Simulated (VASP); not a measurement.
# AlFe in VASP: notebook

The runs below take AlFe through single point, with PBE.

Everything below comes from runs of VASP 6.6.1. Logs are shortened: lines on timing, memory, paths and dates and some standing lists are left out, and cuts for length are marked.

### 1 The cell of the first run

Symmetry: Pm-3m, No. 221, cubic system. The conventional cell has a = 2.874 Å, b = 2.874 Å, c = 2.874 Å, α = 90.00°, β = 90.00°, γ = 90.00°. Al (site symmetry m-3m) has 8 Fe at 2.49 Å and 6 Al at 2.87 Å within 3.3 Å. Within 3.3 Å of Fe (site symmetry m-3m) lie 8 Al at 2.49 Å and 6 Fe at 2.87 Å.

### 2 Single point, PBE, collinear spin, ferromagnetic start

File INCAR:

```
SYSTEM = AlFe
ALGO = Fast
EDIFF = 1E-7
ENCUT = 520
GGA = PE
ISIF = 2
ISMEAR = 0
ISPIN = 2
LASPH = .True.
LCHARG = .False.
LMAXMIX = 4
LORBIT = 11
LREAL = .False.
LWAVE = .False.
MAGMOM = 0 0.77
NBANDS = 16
NELM = 150
PREC = Accurate
SIGMA = 0.1
```

File KPOINTS:

```
k-points
0
Gamma
  18 18 18
  0 0 0
```

File POSCAR:

```
AlFe
1.0
    2.8743308634      0.0000000000      0.0000000000
    0.0000000000      2.8743308634      0.0000000000
    0.0000000000      0.0000000000      2.8743308634
Al Fe
1 1
Direct
    0.0000000000      0.0000000000      0.0000000000
    0.5000000000      0.5000000000      0.5000000000
```

Potentials or basis: VASP PAW PBE potentials, release 64 (Al, Fe).

On the command line:

```
$ cat potpaw_PBE.64/Al/POTCAR potpaw_PBE.64/Fe/POTCAR > POTCAR
$ mpirun -np 1 vasp_std > vasp.out
```

OUTCAR:

```text
SYSTEM = AlFe
   EDIFF = 1E-7
   ENCUT = 520
   GGA = PE
   ISIF = 2
   ISMEAR = 0
   ISPIN = 2
   LASPH = .True.
   LORBIT = 11
   LREAL = .False.
   NELM = 150
   PREC = Accurate

 ion  position               nearest neighbor table
   1  0.000  0.000  0.000-   2 2.49   2 2.49   2 2.49   2 2.49   2 2.49   2 2.49   2 2.49   2 2.49

   2  0.500  0.500  0.500-   1 2.49   1 2.49   1 2.49   1 2.49   1 2.49   1 2.49   1 2.49   1 2.49

  LATTYP: Found a simple cubic cell.
 ALAT       =     2.8743308634

  Lattice vectors:

 A1 = (   2.8743308634,   0.0000000000,   0.0000000000)
 A2 = (   0.0000000000,   2.8743308634,   0.0000000000)
 A3 = (   0.0000000000,   0.0000000000,   2.8743308634)

Analysis of symmetry for initial positions (statically):
=====================================================================
 Subroutine PRICEL returns:
 Original cell was already a primitive cell.

 Routine SETGRP: Setting up the symmetry group for a
 simple cubic supercell.

 Subroutine GETGRP returns: Found 48 space group operations
 (whereof 48 operations were pure point group operations)
 out of a pool of 48 trial point group operations.

The static configuration has the point symmetry O_h .

Analysis of symmetry for dynamics (positions and initial velocities):
=====================================================================
 Subroutine PRICEL returns:
 Original cell was already a primitive cell.

 Routine SETGRP: Setting up the symmetry group for a
 simple cubic supercell.

 Subroutine GETGRP returns: Found 48 space group operations
 (whereof 48 operations were pure point group operations)
 out of a pool of 48 trial point group operations.

The dynamic configuration has the point symmetry O_h .

Analysis of structural, dynamic, and magnetic symmetry:
=====================================================================
 Subroutine PRICEL returns:
 Original cell was already a primitive cell.

 Routine SETGRP: Setting up the symmetry group for a
 simple cubic supercell.

 Subroutine GETGRP returns: Found 48 space group operations
 (whereof 48 operations were pure point group operations)
 out of a pool of 48 trial point group operations.

The overall configuration has the point symmetry O_h .

 Subroutine INISYM returns: Found 48 space group operations
 (whereof 48 operations are pure point group operations),
 and found     1 'primitive' translations

----------------------------------------------------------------------------------------

                                     Primitive cell

  volume of cell :      23.7471

  direct lattice vectors                    reciprocal lattice vectors
     2.874330863  0.000000000  0.000000000     0.347907060  0.000000000  0.000000000
     0.000000000  2.874330863  0.000000000     0.000000000  0.347907060  0.000000000
     0.000000000  0.000000000  2.874330863     0.000000000  0.000000000  0.347907060

  length of vectors
     2.874330863  2.874330863  2.874330863     0.347907060  0.347907060  0.347907060

  position of ions in fractional coordinates (direct lattice)
     0.000000000  0.000000000  0.000000000
     0.500000000  0.500000000  0.500000000

  ion indices of the primitive-cell ions
   primitive index   ion index
                 1           1
                 2           2

----------------------------------------------------------------------------------------

 KPOINTS: k-points

Automatic generation of k-mesh.
 Grid dimensions read from file:
 generate k-points for:   18   18   18

 Generating k-lattice:

  Cartesian coordinates                     Fractional coordinates (reciprocal lattice)
     0.019328170  0.000000000  0.000000000     0.055555556  0.000000000  0.000000000
     0.000000000  0.019328170  0.000000000     0.000000000  0.055555556  0.000000000
     0.000000000  0.000000000  0.019328170     0.000000000  0.000000000  0.055555556

  Length of vectors
     0.019328170  0.019328170  0.019328170

  Shift w.r.t. Gamma in fractional coordinates (k-lattice)
     0.000000000  0.000000000  0.000000000

 Subroutine IBZKPT returns following result:
 ===========================================

 Found    220 irreducible k-points:

 Following reciprocal coordinates:
            Coordinates               Weight
  0.000000  0.000000  0.000000      1.000000
  0.055556  0.000000  0.000000      6.000000
  0.111111  0.000000  0.000000      6.000000
  0.166667  0.000000  0.000000      6.000000
  0.222222  0.000000  0.000000      6.000000
  0.277778  0.000000  0.000000      6.000000
[... 16 lines left out ...]
  0.277778  0.111111  0.000000     24.000000
  0.333333  0.111111  0.000000     24.000000
 [... further k-points ...]
   k-points           NKPTS =    220   k-points in BZ     NKDIM =    220   number of bands    NBANDS=     16
   number of dos      NEDOS =    301   number of ions     NIONS =      2
   total plane-waves  NPLWV =  13824
   dimension x,y,z NGX =    24 NGY =   24 NGZ =   24
   dimension x,y,z NGXF=    48 NGYF=   48 NGZF=   48
   ions per type =               1   1
   NGX,Y,Z   is equivalent  to a cutoff of  13.88, 13.88, 13.88 a.u.
   NGXF,Y,Z  is equivalent  to a cutoff of  27.76, 27.76, 27.76 a.u.
 SYSTEM =  AlFe
   PREC   = accura    normal or accurate (medium, high low for compatibility)
   ISTART =      0    job   : 0-new  1-cont  2-samecut
   ICHARG =      2    charge: 1-file 2-atom 10-const
   ISPIN  =      2    spin polarized calculation?
   LNONCOLLINEAR =      F non collinear calculations
   LSORBIT =      F    spin-orbit coupling
   LASPH  =      T    aspherical Exc in radial PAW
   ENCUT  =  520.0 eV  38.22 Ry    6.18 a.u.   5.34  5.34  5.34*2*pi/ulx,y,z
   NELM   =    150;   NELMIN=  2; NELMDL= -5     # of ELM steps
   EDIFF  = 0.1E-06   stopping-criterion for ELM
   LREAL  =      F    real-space projection
   EDIFFG = 0.1E-05   stopping-criterion for IOM
   NSW    =      0    number of steps for IOM
   IBRION =     -1    ionic relax: 0-MD 1-quasi-New 2-CG
   NFREE  =      0    steps in history (QN), initial steepest desc. (CG)
   ISIF   =      2    stress and relaxation
   ISYM   =      2    0-nonsym 1-usesym 2-fastsym
   POTIM  = 0.5000    time-step for ionic-motion
   TEBEG  =    0.0;   TEEND  =   0.0 temperature during run
   PSTRESS=    0.0 pullay stress
   NELECT =      11.0000    total number of electrons
   NUPDOWN=      -1.0000    fix difference up-down
   EMIN   =  10.00;   EMAX   =-10.00  energy-range for DOS
   EFERMI =   0.00;   METHOD = LEGACY
   ISMEAR =     0;   SIGMA  =   0.10  broadening in eV -4-tet -1-fermi 0-gaus
   EFERMI_NEDOS =   21; number of points for ismear=-14 and -15
   IALGO  =     68    algorithm
   IMIX   =      4    mixing-type and parameters
     AMIX     =   0.40;   BMIX     =  1.00
     AMIX_MAG =   1.60;   BMIX_MAG =  1.00
  volume/ion in A,a.u.               =      11.87        80.13
  Fermi-wavevector in a.u.,A,eV,Ry     =   1.266686  2.393689 21.830458  1.604493
  Thomas-Fermi vector in A             =   2.399874
   LORBIT       =     11    0 simple, 1 ext, 2 COOP (PROOUT), +10 PAW based schemes
   GGA     = PE    functional components
   LHFCALC =     F    Hartree Fock is set to
   AEXX    =    0.0000 exact exchange contribution
   IVDW    =     0    specifies the selected vdW correction
   LEPSILON=     F    determine dielectric tensor
   LRPA    =     F    only Hartree local field effects (RPA)
 spin polarized calculation
 RMM-DIIS sequential band-by-band and
 Gauss-broadening in eV      SIGMA  =   0.10
  energy-cutoff  :      520.00
  volume of cell :       23.75
 maximum number of plane-waves:       656
 NGX is ok and might be reduce to    24
   NGX = 11   NGY = 11   NGZ = 11

 number of electron      10.9999994 magnetization       0.7046698

 Free energy of the ion-electron system (eV)
  ---------------------------------------------------
  ext. energy  EPLUGINS =         0.00000000
  ---------------------------------------------------
  free energy    TOTEN  =       -12.65529280 eV

  energy without entropy =      -12.64505982  energy(sigma->0) =      -12.65017631

 E-fermi :   8.0270     XC(G=0): -12.1461

 val. band max:        8.0249215255   @ k =   0.4444   0.2222   0.1111
 cond. band min:       8.0283928899   @ k =   0.4444   0.1667   0.1667
 fundamental gap:      0.0034713644
 Fermi energy:         8.0269683387

 spin component 1

 k-point     1 :       0.0000    0.0000    0.0000
  band No.  band energies     occupation
      1      -2.3923      1.00000
      2       5.5050      1.00000
      3       5.5050      1.00000
      4       7.6312      1.00000
      5       7.6312      1.00000
      6       7.6313      1.00000
[... 8 lines left out ...]
     15      29.8042      0.00000
     16      31.6710      0.00000
[... 419 lines left out ...]
 k-point    24 :       0.3333    0.1111    0.0000
  band No.  band energies     occupation
      1      -0.1694      1.00000
      2       4.4270      1.00000
      3       5.9735      1.00000
      4       6.7920      1.00000
      5       6.9163      1.00000
      6       7.6084      1.00000
[... 8 lines left out ...]
     15      28.4548      0.00000
     16      28.6704      0.00000

 [... further k-points ...]

 spin component 2

 k-point     1 :       0.0000    0.0000    0.0000
  band No.  band energies     occupation
      1      -2.3858      1.00000
      2       5.8827      1.00000
      3       5.8827      1.00000
      4       8.4670      0.00000
      5       8.4670      0.00000
      6       8.4670      0.00000
[... 8 lines left out ...]
     15      29.8475      0.00000
     16      31.6512      0.00000
[... 419 lines left out ...]
 k-point    24 :       0.3333    0.1111    0.0000
  band No.  band energies     occupation
      1      -0.1623      1.00000
      2       4.5662      1.00000
      3       6.3918      1.00000
      4       7.4814      1.00000
      5       7.6635      1.00000
      6       8.4401      0.00000
[... 8 lines left out ...]
     15      28.4644      0.00000
     16      28.7250      0.00000

 [... further k-points ...]
[... 5 lines left out ...]
  --------------------------------------------------------------------------------------
  -------------------------------------------------------------------------------------
  Total        0.0054076      0.0054076      0.0054076     -0.0000000     -0.0000000      0.0000000
  in kB        0.3648401      0.3648401      0.3648401     -0.0000000     -0.0000000      0.0000000
  external PRESSURE =       0.3648401 kB  Pullay stress =       0.0000000 kB

 VOLUME and BASIS-vectors are now :
 -----------------------------------------------------------------------------
  energy-cutoff  :      520.00
  volume of cell :       23.75
      direct lattice vectors                 reciprocal lattice vectors
     2.874330863  0.000000000  0.000000000     0.347907060  0.000000000  0.000000000
     0.000000000  2.874330863  0.000000000     0.000000000  0.347907060  0.000000000
     0.000000000  0.000000000  2.874330863     0.000000000  0.000000000  0.347907060

 POSITION                                       TOTAL-FORCE (eV/Angst)
 -----------------------------------------------------------------------------------
      0.00000      0.00000      0.00000         0.000000      0.000000      0.000000
      1.43717      1.43717      1.43717         0.000000      0.000000      0.000000
 -----------------------------------------------------------------------------------
    total drift:                                0.000000     -0.000000     -0.000000

  FREE ENERGIE OF THE ION-ELECTRON SYSTEM (eV)
  ---------------------------------------------------
  free  energy   TOTEN  =       -12.6552927970 eV

  energy  without entropy=      -12.6450598151  energy(sigma->0) =      -12.65017631

 total charge

# of ion       s       p       d       tot
------------------------------------------
    1        0.400   0.436   0.000   0.836
    2        0.431   0.502   6.483   7.417
--------------------------------------------------
tot          0.831   0.939   6.483   8.253

 magnetization (x)

# of ion       s       p       d       tot
------------------------------------------
    1       -0.008  -0.016   0.000  -0.024
    2        0.000   0.008   0.737   0.745
--------------------------------------------------
tot         -0.008  -0.008   0.737   0.721
```

Run time: 67 s. Hardware: 1 thread of Intel Xeon 6975P-C (Granite Rapids), shared host; peak memory 0.24 GiB.

Results:

```
Free energy                                           : -12.6553 eV
Pressure                                              : 0.0 GPa
Net moment                                            : 0.70 μB per cell
Site moments                                          : Al -0.02; Fe +0.74 μB
Valence electrons inside the program's atomic spheres : Al 0.84; Fe 7.42
```

Levels at points of the mesh, in eV from the Fermi level:
Spin up:
| k point | band 4 | band 5 | band 6 | band 7 | band 8 | band 9 |
| --- | --- | --- | --- | --- | --- | --- |
| (0.00, 0.00, 0.00) | -0.40 | -0.40 | -0.40 | 6.35 | 6.35 | 6.35 |
| (0.50, 0.00, 0.00) | -1.34 | -1.34 | -0.28 | 0.88 | 8.72 | 11.05 |
| (0.50, 0.50, 0.00) | -2.12 | -1.11 | -1.11 | 0.43 | 3.23 | 4.02 |
| (0.50, 0.50, 0.50) | 0.47 | 0.47 | 2.96 | 2.96 | 2.96 | 4.27 |
Spin down:
```tsv
k point	band 3	band 4	band 5	band 6	band 7	band 8
(0.00, 0.00, 0.00)	-2.14	0.44	0.44	0.44	6.38	6.38
(0.50, 0.00, 0.00)	-1.45	-0.61	-0.61	0.57	1.40	8.60
(0.50, 0.50, 0.00)	-2.13	-2.13	-0.35	-0.35	0.99	3.58
(0.50, 0.50, 0.50)	-3.22	1.03	1.03	3.03	3.03	3.03
```

### 3 Single point, PBE, collinear spin, ferromagnetic start (biaxial strain in the a-b plane: -3.0 %)

File INCAR:

```
SYSTEM = AlFe
ALGO = Normal ; EDIFF = 1E-6
ENCUT = 520 ; GGA = PE
ISIF = 2 ; ISMEAR = 0
ISPIN = 2 ; LASPH = .True.
LCHARG = .True. ; LELF = .True.
LMAXMIX = 4 ; LORBIT = 11
LREAL = .False. ; LVHAR = .True.
LWAVE = .False. ; MAGMOM = 0 0.77
NBANDS = 16 ; NELM = 150
PREC = Accurate ; SIGMA = 0.1
```

KPOINTS is that of step 2.

File POSCAR:

```
AlFe
1.0
    2.7881009375      0.0000000000      0.0000000000
    0.0000000000      2.7881009375      0.0000000000
    0.0000000000      0.0000000000      2.9260688190
Al Fe
1 1
Direct
    0.0000000000      0.0000000000      0.0000000000
    0.5000000000      0.5000000000      0.5000000000
```

Potentials or basis: VASP PAW PBE potentials, release 64 (Al, Fe).

On the command line:

```
$ cat potpaw_PBE.64/Al/POTCAR potpaw_PBE.64/Fe/POTCAR > POTCAR
$ mpirun -np 1 vasp_std > vasp.out
```

Wall time 2 min (1 thread of Intel Xeon 6975P-C (Granite Rapids), shared host); peak memory 0.4 GiB.

The run converged. Its results:

| Item | Value |
| --- | --- |
| Free energy | -12.6154 eV |
| Pressure | 8.6 GPa |
| Net moment | 0.69 μB per cell |
| Site moments | Al -0.02; Fe +0.72 μB |
| Valence electrons inside the program's atomic spheres | Al 0.86; Fe 7.51 |

Stress tensor (GPa, compression positive):
```
10.76  0.00  0.00
 0.00 10.76  0.00
 0.00  0.00  4.41
```

Levels at points of the mesh, in eV from the Fermi level:
Spin up:
```csv
k point,band 2,band 3,band 4,band 5,band 6,band 7,band 8,band 9,band 10,band 11
"(0.00, 0.00, 0.00)",-2.72,-2.61,-0.39,-0.39,-0.32,5.47,7.21,7.21,9.30,9.69
"(0.50, 0.00, 0.00)",-6.14,-1.97,-1.59,-1.31,-0.24,1.15,8.73,10.34,11.75,11.93
"(0.50, 0.50, 0.00)",-2.59,-1.94,-1.94,-1.29,-1.29,0.63,3.74,4.59,12.57,15.74
"(0.00, 0.00, 0.50)",-6.32,-2.05,-1.22,-1.22,-0.22,0.66,8.83,11.79,11.79,12.60
"(0.50, 0.00, 0.50)",-2.69,-2.41,-2.14,-1.14,-0.98,0.42,3.32,4.22,13.80,16.70
"(0.50, 0.50, 0.50)",-3.75,-3.75,0.44,0.66,2.90,3.09,3.09,4.70,6.04,6.04
```
Spin down:
| k point | band 2 | band 3 | band 4 | band 5 | band 6 | band 7 | band 8 | band 9 |
| --- | --- | --- | --- | --- | --- | --- | --- | --- |
| (0.00, 0.00, 0.00) | -2.35 | -2.27 | 0.36 | 0.36 | 0.63 | 5.50 | 7.25 | 7.25 |
| (0.50, 0.00, 0.00) | -6.08 | -1.53 | -0.96 | -0.47 | 0.52 | 1.63 | 8.64 | 10.42 |
| (0.50, 0.50, 0.00) | -2.28 | -1.94 | -1.94 | -0.62 | -0.62 | 1.13 | 4.10 | 5.18 |
| (0.00, 0.00, 0.50) | -6.22 | -1.65 | -0.56 | -0.56 | 0.74 | 1.17 | 8.72 | 11.90 |
| (0.50, 0.00, 0.50) | -2.42 | -2.39 | -2.12 | -0.29 | -0.27 | 0.97 | 3.65 | 4.71 |
| (0.50, 0.50, 0.50) | -3.39 | -3.35 | 1.00 | 1.16 | 2.96 | 3.17 | 3.17 | 4.64 |

Caveat: the cell differs from its parent crystal (biaxial strain in the a-b plane: -3.0 %); the stress differs along the axes, from 4 to 11 GPa.

(Part 1 of 2 ends here.)
